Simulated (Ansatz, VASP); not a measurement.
**Two plane-wave programs on Al**

POSCAR

```
Al
1.0
    2.9530781191      0.0000000000      0.0000000000
   -1.4765390595      2.5574406705      0.0000000000
    0.0000000000      0.0000000000      4.8668500000
Al
2
Direct
    0.6666666667      0.3333333333      0.7500000000
    0.3333333333      0.6666666667      0.2500000000
```

The input INCAR.step1:

```
SYSTEM = Al
PREC     = Accurate       ! precision mode
ENCUT    = 520            ! plane-wave cutoff, eV
ISMEAR   = 0              ! smearing method
SIGMA    = 0.15           ! smearing width, eV
LREAL    = .False.        ! projectors in reciprocal space
LASPH    = .True.         ! aspherical terms in the spheres
NELM     = 100            ! most SCF steps
NBANDS   = 10             ! bands
GGA      = PE             ! functional
ALGO     = Normal         ! electronic algorithm
EDIFF    = 1E-4           ! SCF threshold, eV
LWAVE    = .True.         ! write WAVECAR
LCHARG   = .False.        ! write CHGCAR
```

INCAR.step2

```
SYSTEM = Al
PREC     = Accurate       ! precision mode
ENCUT    = 520            ! plane-wave cutoff, eV
EDIFF    = 1E-6           ! SCF threshold, eV
ISMEAR   = 0              ! smearing method
SIGMA    = 0.15           ! smearing width, eV
LREAL    = .False.        ! projectors in reciprocal space
LASPH    = .True.         ! aspherical terms in the spheres
NELM     = 100            ! most SCF steps
ALGO     = Normal         ! electronic algorithm
ISIF     = 2              ! what is computed and relaxed
LWAVE    = .False.        ! write WAVECAR
LCHARG   = .False.        ! write CHGCAR
METAGGA  = R2SCAN         ! meta-GGA
LMIXTAU  = .True.       
NBANDS   = 10             ! bands
ISTART   = 1
```

The input KPOINTS:

```
Automatic mesh
0
Gamma
  18 18 10
  0 0 0
```

Input for Ansatz:

```yaml
crystal:
  lattice:
    - [2.9530781191, 0.0, 0.0]
    - [-1.4765390595, 2.5574406705, 0.0]
    - [0.0, 0.0, 4.86685]
  atoms:
    - { symbol: Al, position: [0.6666666667, 0.3333333333, 0.75] }
    - { symbol: Al, position: [0.3333333333, 0.6666666667, 0.25] }
basis:
  ecutwfc: 500
kpoints:
  mp_grid: { grid: [18, 18, 10] }
hamiltonian:
  xc: r2scan
scf:
  occupations: { method: gaussian, width: 0.15 }
output:
  forces: true
  stress: true
  eigenvalues: true
```

Change from the starting cell: strain +0.050 along x and y, +0.000 along z, atoms carried along.

Alike in both runs: task single point; functional r2SCAN; k mesh 18 × 18 × 10; occupations gaussian, width 0.15 eV; no spin polarisation.

```csv
,VASP,Ansatz
version,VASP 6.6.1,Ansatz 0.2.0
potentials or method,"VASP PAW PBE potentials, release 64 (Al), cutoff 520 eV","scalar-relativistic, plane waves, PAW"
valence electrons in the cell,6,6
```

```tsv
	VASP	Ansatz	Ansatz less VASP
gap on the k mesh at the Fermi level (eV)	none	none	-
pressure (GPa)	-9.1	-8.9	+0.22
traceless stress, the component that is largest in VASP (GPa)	-0.07	-0.07	0.000
```

VASP's potentials were made for PBE, not for r2SCAN. A gap of «none» marks a metal or a gap that the smearing closes. The functional is the same, so the differences come from potentials, cutoffs and numerics.
